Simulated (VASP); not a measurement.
The system is AlP.

```
Al P
1.0
     0.00000    2.68447    2.68447
     2.68447    0.00000    2.68447
     2.68447    2.68447    0.00000
Al P
1 1
Direct
  0.00000 0.00000 0.00000
  0.25000 0.25000 0.25000
```

This cell differs from its parent crystal: strain -2.0%.

Base run:

* Program: VASP 6.6.1
* Functional: r2SCAN
* Potentials or basis: VASP PAW PBE potentials, release 64 (Al, P)
* Cutoff: 550 eV
* k mesh: 8 × 8 × 8
* Occupations: gaussian, width 0.01 eV
* Spin: no spin polarisation

Its results: band gap on the k mesh 1.81 eV, indirect (least direct gap 4.10 eV); pressure 5.9 GPa.

Problem. The run is repeated on the same cell with these changes: functional from r2SCAN to PBE; cutoff from 550 eV to 500 eV; k mesh from 8 × 8 × 8 to 4 × 4 × 4. What comes out?

Solution. Band gap on the k mesh 1.45 eV, indirect (least direct gap 3.67 eV); pressure 7.8 GPa.

Several settings changed at once, so the effect can't be laid on one alone.

Caveats: some runs use coarse meshes; the PAW data sets were made with another functional, which shifts forces and pressure a little (some runs).

A k mesh can miss the band edges.
